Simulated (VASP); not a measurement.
# Ga (Fd-3m) in VASP: notebook

Runs on Ga. Level: r2SCAN. Tasks: single point.

Everything below comes from runs of VASP 6.6.1. Logs are shortened: lines on timing, memory, paths and dates and some standing lists are left out, and cuts for length are marked.

## 1. The cell of the first run

It takes space group Fd-3m (No. 227, cubic). The conventional cell has a = 5.901 Å, b = 5.901 Å, c = 5.901 Å, α = 90.00°, β = 90.00°, γ = 90.00°. Ga (site symmetry -43m) has 4 Ga at 2.56 Å within 3.4 Å.

## 2. Single point, r2SCAN

POSCAR reads:

```
Ga
1.0
    0.0000000000      2.9504962349      2.9504962349
    2.9504962349      0.0000000000      2.9504962349
    2.9504962349      2.9504962349      0.0000000000
Ga
2
Direct
    0.0000000000      0.0000000000      0.0000000000
    0.2500000000      0.2500000000      0.2500000000
```

INCAR.step1 reads:

```
  PREC = Accurate
  ENCUT = 520
  ISMEAR = -1
  SIGMA = 0.1
  LREAL = False
  LASPH = True
  NELM = 60
  NBANDS = 20
  GGA = PE
  ALGO = Normal
  EDIFF = 1E-4
  LWAVE = True
  LCHARG = False
```

INCAR.step2 reads:

```
  PREC = Accurate
  ENCUT = 520
  EDIFF = 1E-6
  ISMEAR = -1
  SIGMA = 0.1
  LREAL = False
  LASPH = True
  NELM = 60
  ALGO = Normal
  ISIF = 2
  LWAVE = False
  LCHARG = False
  METAGGA = R2SCAN
  LMIXTAU = True
  NBANDS = 20
  ISTART = 1
```

KPOINTS reads:

```
regular mesh
0
Gamma
  10 10 10
```

Potentials or basis: VASP PAW PBE potentials, release 64 (Ga_d).

The run is started by

```sh
$ cat potpaw_PBE.64/Ga_d/POTCAR > POTCAR
$ cp INCAR.step1 INCAR
$ mpirun -np 1 vasp_std > vasp.out
$ cp INCAR.step2 INCAR
$ mpirun -np 1 vasp_std > vasp.out
```

OUTCAR:

```text
PREC = Accurate
   ENCUT = 520
   EDIFF = 1E-6
   ISMEAR = -1
   LREAL = False
   LASPH = True
   NELM = 60
   ISIF = 2
   METAGGA = R2SCAN
   ISTART = 1

 ion  position               nearest neighbor table
   1  0.000  0.000  0.000-   2 2.56   2 2.56   2 2.56   2 2.56
   2  0.250  0.250  0.250-   1 2.56   1 2.56   1 2.56   1 2.56

  LATTYP: Found a face centered cubic cell.
 ALAT       =     5.9009924698

  Lattice vectors:

 A1 = (   0.0000000000,   2.9504962349,   2.9504962349)
 A2 = (   2.9504962349,   0.0000000000,   2.9504962349)
 A3 = (   2.9504962349,   2.9504962349,   0.0000000000)

Analysis of symmetry for initial positions (statically):
=====================================================================
 Subroutine PRICEL returns:
 Original cell was already a primitive cell.

 Routine SETGRP: Setting up the symmetry group for a
 face centered cubic supercell.

 Subroutine GETGRP returns: Found 48 space group operations
 (whereof 24 operations were pure point group operations)
 out of a pool of 48 trial point group operations.

The static configuration has the point symmetry T_d .
 The point group associated with its full space group is O_h .

Analysis of symmetry for dynamics (positions and initial velocities):
=====================================================================
 Subroutine PRICEL returns:
 Original cell was already a primitive cell.

 Routine SETGRP: Setting up the symmetry group for a
 face centered cubic supercell.

 Subroutine GETGRP returns: Found 48 space group operations
 (whereof 24 operations were pure point group operations)
 out of a pool of 48 trial point group operations.

The dynamic configuration has the point symmetry T_d .
 The point group associated with its full space group is O_h .

 Subroutine INISYM returns: Found 48 space group operations
 (whereof 24 operations are pure point group operations),
 and found     1 'primitive' translations

----------------------------------------------------------------------------------------

                                     Primitive cell

  volume of cell :      51.3707

  direct lattice vectors                    reciprocal lattice vectors
     0.000000000  2.950496235  2.950496235    -0.169463019  0.169463019  0.169463019
     2.950496235  0.000000000  2.950496235     0.169463019 -0.169463019  0.169463019
     2.950496235  2.950496235  0.000000000     0.169463019  0.169463019 -0.169463019

  length of vectors
     4.172631791  4.172631791  4.172631791     0.293518559  0.293518559  0.293518559

  position of ions in fractional coordinates (direct lattice)
     0.000000000  0.000000000  0.000000000
     0.250000000  0.250000000  0.250000000

  ion indices of the primitive-cell ions
   primitive index   ion index
                 1           1
                 2           2

----------------------------------------------------------------------------------------

 KPOINTS: regular mesh

Automatic generation of k-mesh.
 Grid dimensions read from file:
 generate k-points for:   10   10   10

 Generating k-lattice:

  Cartesian coordinates                     Fractional coordinates (reciprocal lattice)
    -0.016946302  0.016946302  0.016946302     0.100000000  0.000000000  0.000000000
     0.016946302 -0.016946302  0.016946302     0.000000000  0.100000000  0.000000000
     0.016946302  0.016946302 -0.016946302     0.000000000  0.000000000  0.100000000

  Length of vectors
     0.029351856  0.029351856  0.029351856

  Shift w.r.t. Gamma in fractional coordinates (k-lattice)
     0.000000000  0.000000000  0.000000000

 Subroutine IBZKPT returns following result:
 ===========================================

 Found     47 irreducible k-points:

 Following reciprocal coordinates:
            Coordinates               Weight
  0.000000  0.000000  0.000000      1.000000
  0.100000  0.000000  0.000000      8.000000
  0.200000  0.000000  0.000000      8.000000
  0.300000  0.000000  0.000000      8.000000
  0.400000  0.000000  0.000000      8.000000
  0.500000  0.000000  0.000000      4.000000
[... 16 lines left out ...]
  0.300000  0.300000  0.000000      6.000000
  0.400000  0.300000  0.000000     24.000000
 [... further k-points ...]
   k-points           NKPTS =     47   k-points in BZ     NKDIM =     47   number of bands    NBANDS=     20
   number of dos      NEDOS =    301   number of ions     NIONS =      2
   total plane-waves  NPLWV =  32768
   dimension x,y,z NGX =    32 NGY =   32 NGZ =   32
   dimension x,y,z NGXF=    64 NGYF=   64 NGZF=   64
   ions per type =               2
   NGX,Y,Z   is equivalent  to a cutoff of  12.75, 12.75, 12.75 a.u.
   NGXF,Y,Z  is equivalent  to a cutoff of  25.50, 25.50, 25.50 a.u.
 SYSTEM =  unknown system
   PREC   = accura    normal or accurate (medium, high low for compatibility)
   ISTART =      1    job   : 0-new  1-cont  2-samecut
   ICHARG =      0    charge: 1-file 2-atom 10-const
   ISPIN  =      1    spin polarized calculation?
   LNONCOLLINEAR =      F non collinear calculations
   LSORBIT =      F    spin-orbit coupling
   LASPH  =      T    aspherical Exc in radial PAW
   ENCUT  =  520.0 eV  38.22 Ry    6.18 a.u.   7.76  7.76  7.76*2*pi/ulx,y,z
   NELM   =     60;   NELMIN=  2; NELMDL=  0     # of ELM steps
   EDIFF  = 0.1E-05   stopping-criterion for ELM
   LREAL  =      F    real-space projection
   EDIFFG = 0.1E-04   stopping-criterion for IOM
   NSW    =      0    number of steps for IOM
   IBRION =     -1    ionic relax: 0-MD 1-quasi-New 2-CG
   NFREE  =      0    steps in history (QN), initial steepest desc. (CG)
   ISIF   =      2    stress and relaxation
   ISYM   =      2    0-nonsym 1-usesym 2-fastsym
   POTIM  = 0.5000    time-step for ionic-motion
   TEBEG  =    0.0;   TEEND  =   0.0 temperature during run
   PSTRESS=    0.0 pullay stress
   NELECT =      26.0000    total number of electrons
   NUPDOWN=      -1.0000    fix difference up-down
   EMIN   =  10.00;   EMAX   =-10.00  energy-range for DOS
   EFERMI =   0.00;   METHOD = LEGACY
   ISMEAR =    -1;   SIGMA  =   0.10  broadening in eV -4-tet -1-fermi 0-gaus
   EFERMI_NEDOS =   21; number of points for ismear=-14 and -15
   IALGO  =     38    algorithm
   IMIX   =      4    mixing-type and parameters
     AMIX     =   0.40;   BMIX     =  1.00
     AMIX_MAG =   1.60;   BMIX_MAG =  1.00
  volume/ion in A,a.u.               =      25.69       173.33
  Fermi-wavevector in a.u.,A,eV,Ry     =   1.304651  2.465432 23.158656  1.702113
  Thomas-Fermi vector in A             =   2.435572
   LORBIT       =      0    0 simple, 1 ext, 2 COOP (PROOUT), +10 PAW based schemes
   METAGGA = R2SCAN    functional components
   LHFCALC =     F    Hartree Fock is set to
   AEXX    =    0.0000 exact exchange contribution
   IVDW    =     0    specifies the selected vdW correction
   LEPSILON=     F    determine dielectric tensor
   LRPA    =     F    only Hartree local field effects (RPA)
 non-spin polarized calculation
  energy-cutoff  :      520.00
  volume of cell :       51.37
 maximum number of plane-waves:      1411
   NGX = 15   NGY = 15   NGZ = 15

 number of electron      26.0000018 magnetization

 Free energy of the ion-electron system (eV)
  ---------------------------------------------------
  ext. energy  EPLUGINS =         0.00000000
  ---------------------------------------------------
  free energy    TOTEN  =       -22.25259391 eV

  energy without entropy =      -22.21267574  energy(sigma->0) =      -22.23263483

 E-fermi :   2.3206     XC(G=0): -10.0572

 val. band max:        2.3140206773   @ k =   0.5000   0.3000   0.1000
 cond. band min:       2.4969923049   @ k =  -0.4000   0.3000   0.0000
 fundamental gap:      0.1829716275
 Fermi energy:         2.3206447669

 k-point     1 :       0.0000    0.0000    0.0000
  band No.  band energies     occupation
      1     -12.8924      2.00000
      2     -12.8924      2.00000
      3     -12.8923      2.00000
      4     -12.8504      2.00000
      5     -12.8504      2.00000
      6     -12.5438      2.00000
[... 12 lines left out ...]
     19      10.6665      0.00000
     20      13.7760      0.00000

 k-point     2 :       0.1000    0.0000    0.0000
  band No.  band energies     occupation
      1     -12.9024      2.00000
      2     -12.9023      2.00000
      3     -12.8905      2.00000
      4     -12.8362      2.00000
      5     -12.8362      2.00000
      6     -12.5498      2.00000
[... 12 lines left out ...]
     19      11.3312      0.00000
     20      12.9269      0.00000

 k-point     3 :       0.2000    0.0000    0.0000
  band No.  band energies     occupation
      1     -12.9151      2.00000
      2     -12.9151      2.00000
      3     -12.8855      2.00000
      4     -12.8137      2.00000
      5     -12.8137      2.00000
      6     -12.5606      2.00000
[... 12 lines left out ...]
     19      12.1565      0.00000
     20      12.4203      0.00000

 k-point     4 :       0.3000    0.0000    0.0000
  band No.  band energies     occupation
      1     -12.9217      2.00000
      2     -12.9217      2.00000
      3     -12.8794      2.00000
      4     -12.7976      2.00000
      5     -12.7975      2.00000
      6     -12.5697      2.00000
[... 12 lines left out ...]
     19      11.9681      0.00000
     20      12.8747      0.00000

 k-point     5 :       0.4000    0.0000    0.0000
  band No.  band energies     occupation
      1     -12.9231      2.00000
      2     -12.9231      2.00000
      3     -12.8745      2.00000
      4     -12.7910      2.00000
      5     -12.7910      2.00000
      6     -12.5800      2.00000
[... 12 lines left out ...]
     19      13.5798      0.00000
     20      14.1850      0.00000

 k-point     6 :       0.5000    0.0000    0.0000
  band No.  band energies     occupation
      1     -12.9229      2.00000
      2     -12.9229      2.00000
      3     -12.8726      2.00000
      4     -12.7899      2.00000
      5     -12.7899      2.00000
      6     -12.5840      2.00000
[... 12 lines left out ...]
     19      15.0634      0.00000
     20      15.5661      0.00000

 k-point     7 :       0.1000    0.1000    0.0000
  band No.  band energies     occupation
      1     -12.9071      2.00000
      2     -12.8967      2.00000
      3     -12.8966      2.00000
      4     -12.8408      2.00000
      5     -12.8219      2.00000
      6     -12.5769      2.00000
[... 12 lines left out ...]
     19      11.5172      0.00000
     20      11.9353      0.00000
[... 277 lines left out ...]
 k-point    20 :      -0.4000    0.2000    0.0000
  band No.  band energies     occupation
      1     -12.9545      2.00000
      2     -12.9352      2.00000
      3     -12.8381      2.00000
      4     -12.7596      2.00000
      5     -12.7419      2.00000
      6     -12.6418      2.00000
[... 12 lines left out ...]
     19      12.8235      0.00000
     20      13.6904      0.00000

 k-point    21 :      -0.3000    0.2000    0.0000
  band No.  band energies     occupation
      1     -12.9462      2.00000
      2     -12.9393      2.00000
      3     -12.8387      2.00000
      4     -12.7853      2.00000
      5     -12.7406      2.00000
      6     -12.6205      2.00000
[... 12 lines left out ...]
     19      12.1763      0.00000
     20      13.7837      0.00000

 k-point    22 :      -0.2000    0.2000    0.0000
  band No.  band energies     occupation
      1     -12.9377      2.00000
      2     -12.9308      2.00000
      3     -12.8578      2.00000
      4     -12.8016      2.00000
      5     -12.7592      2.00000
      6     -12.6105      2.00000
[... 12 lines left out ...]
     19      11.5140      0.00000
     20      14.1901      0.00000

 k-point    23 :       0.3000    0.3000    0.0000
  band No.  band energies     occupation
      1     -12.9194      2.00000
      2     -12.9193      2.00000
      3     -12.9125      2.00000
      4     -12.7710      2.00000
      5     -12.7120      2.00000
      6     -12.7096      2.00000
[... 12 lines left out ...]
     19      12.8579      0.00000
     20      15.2396      0.00000

 k-point    24 :       0.4000    0.3000    0.0000
  band No.  band energies     occupation
      1     -12.9382      2.00000
      2     -12.9250      2.00000
      3     -12.8859      2.00000
      4     -12.7469      2.00000
      5     -12.7385      2.00000
      6     -12.6839      2.00000
[... 12 lines left out ...]
     19      14.7486      0.00000
     20      16.0462      0.00000

 [... further k-points ...]
[... 5 lines left out ...]
  --------------------------------------------------------------------------------------
  -------------------------------------------------------------------------------------
  Total       -0.7582947     -0.7582947     -0.7582947      0.0000000     -0.0000000      0.0000000
  in kB      -23.6501245    -23.6501245    -23.6501245      0.0000000     -0.0000000      0.0000000
  external PRESSURE =     -23.6501245 kB  Pullay stress =       0.0000000 kB

 VOLUME and BASIS-vectors are now :
 -----------------------------------------------------------------------------
  energy-cutoff  :      520.00
  volume of cell :       51.37
      direct lattice vectors                 reciprocal lattice vectors
     0.000000000  2.950496235  2.950496235    -0.169463019  0.169463019  0.169463019
     2.950496235  0.000000000  2.950496235     0.169463019 -0.169463019  0.169463019
     2.950496235  2.950496235  0.000000000     0.169463019  0.169463019 -0.169463019

 POSITION                                       TOTAL-FORCE (eV/Angst)
 -----------------------------------------------------------------------------------
      0.00000      0.00000      0.00000         0.000000     -0.000000     -0.000000
      1.47525      1.47525      1.47525        -0.000000      0.000000      0.000000
 -----------------------------------------------------------------------------------
    total drift:                               -0.000000      0.000000      0.000000

  FREE ENERGIE OF THE ION-ELECTRON SYSTEM (eV)
  ---------------------------------------------------
  free  energy   TOTEN  =       -22.2525939096 eV

  energy  without entropy=      -22.2126757408  energy(sigma->0) =      -22.23263483
```

Run time: 71 s. Hardware: 1 thread of Intel Xeon 6975P-C (Granite Rapids), shared host; peak memory 0.19 GiB.

What came out:

| Property | Result |
| --- | --- |
| Free energy | -22.2526 eV |
| Pressure | -2.4 GPa |
| Band gap on the k mesh | zero (band 13 reaches 5.13 eV, above the bottom of band 14 at 0.93 eV) |

Caveat: the PAW data sets were made with another functional, which shifts forces and pressure a little.

## 3. Single point, r2SCAN

This run uses another cell than the first one, of 26.45 Å³/atom, 1.030 times its volume.

POSCAR reads:

```
Ga
1.0
    0.0000000000      2.9794245133      2.9794245133
    2.9794245133      0.0000000000      2.9794245133
    2.9794245133      2.9794245133      0.0000000000
Ga
2
Direct
    0.0000000000      0.0000000000      0.0000000000
    0.2500000000      0.2500000000      0.2500000000
```

INCAR.step1, as its differences from that of step 2:

```diff
@@ -6,3 +6,3 @@
   LASPH = True
-  NELM = 60
+  NELM = 100
   NBANDS = 20
```

INCAR.step2, as its differences from that of step 2:

```diff
@@ -7,3 +7,3 @@
   LASPH = True
-  NELM = 60
+  NELM = 100
   ALGO = Normal
```

KPOINTS is that of step 2.

Potentials or basis: VASP PAW PBE potentials, release 64 (Ga_d).

The run is started by

```sh
$ cat potpaw_PBE.64/Ga_d/POTCAR > POTCAR
$ cp INCAR.step1 INCAR
$ mpirun -np 1 vasp_std > vasp.out
$ cp INCAR.step2 INCAR
$ mpirun -np 1 vasp_std > vasp.out
```

OUTCAR:

```text
PREC = Accurate
   ENCUT = 520
   EDIFF = 1E-6
   ISMEAR = -1
   LREAL = False
   LASPH = True
   NELM = 100
   ISIF = 2
   METAGGA = R2SCAN
   ISTART = 1

 ion  position               nearest neighbor table
   1  0.000  0.000  0.000-   2 2.58   2 2.58   2 2.58   2 2.58
   2  0.250  0.250  0.250-   1 2.58   1 2.58   1 2.58   1 2.58

  LATTYP: Found a face centered cubic cell.
 ALAT       =     5.9588490266

  Lattice vectors:

[... 736 lines left out ...]
     20      15.6005      0.00000

 [... further k-points ...]

------------------------ aborting loop because EDIFF is reached ----------------------------------------

  FORCE on cell =-STRESS in cart. coord.  units (eV):
  Direction    XX          YY          ZZ          XY          YZ          ZX
  --------------------------------------------------------------------------------------
  -------------------------------------------------------------------------------------
  Total       -1.0655789     -1.0655789     -1.0655789     -0.0000000      0.0000000      0.0000000
  in kB      -32.2752067    -32.2752067    -32.2752067     -0.0000000      0.0000000      0.0000000
  external PRESSURE =     -32.2752067 kB  Pullay stress =       0.0000000 kB

 VOLUME and BASIS-vectors are now :
 -----------------------------------------------------------------------------
  energy-cutoff  :      520.00
  volume of cell :       52.90
      direct lattice vectors                 reciprocal lattice vectors
     0.000000000  2.979424513  2.979424513    -0.167817643  0.167817643  0.167817643
     2.979424513  0.000000000  2.979424513     0.167817643 -0.167817643  0.167817643
     2.979424513  2.979424513  0.000000000     0.167817643  0.167817643 -0.167817643

 POSITION                                       TOTAL-FORCE (eV/Angst)
 -----------------------------------------------------------------------------------
      0.00000      0.00000      0.00000         0.000000      0.000000      0.000000
      1.48971      1.48971      1.48971        -0.000000     -0.000000     -0.000000
 -----------------------------------------------------------------------------------
    total drift:                               -0.000000      0.000000      0.000000

  FREE ENERGIE OF THE ION-ELECTRON SYSTEM (eV)
  ---------------------------------------------------
  free  energy   TOTEN  =       -22.2256076629 eV

  energy  without entropy=      -22.1843892442  energy(sigma->0) =      -22.20499845
```

Run time: 74 s. Hardware: 1 thread of Intel Xeon 6975P-C (Granite Rapids), shared host; peak memory 0.2 GiB.

Results:

```yaml
Free_energy: -22.2256 eV
Pressure: -3.2 GPa
Band_gap_on_the_k_mesh: zero (band 13 reaches 4.87 eV, above the bottom of band 14 at 0.81 eV)
```

Caveat: the PAW data sets were made with another functional, which shifts forces and pressure a little.

(Continued in part 2 of 2.)
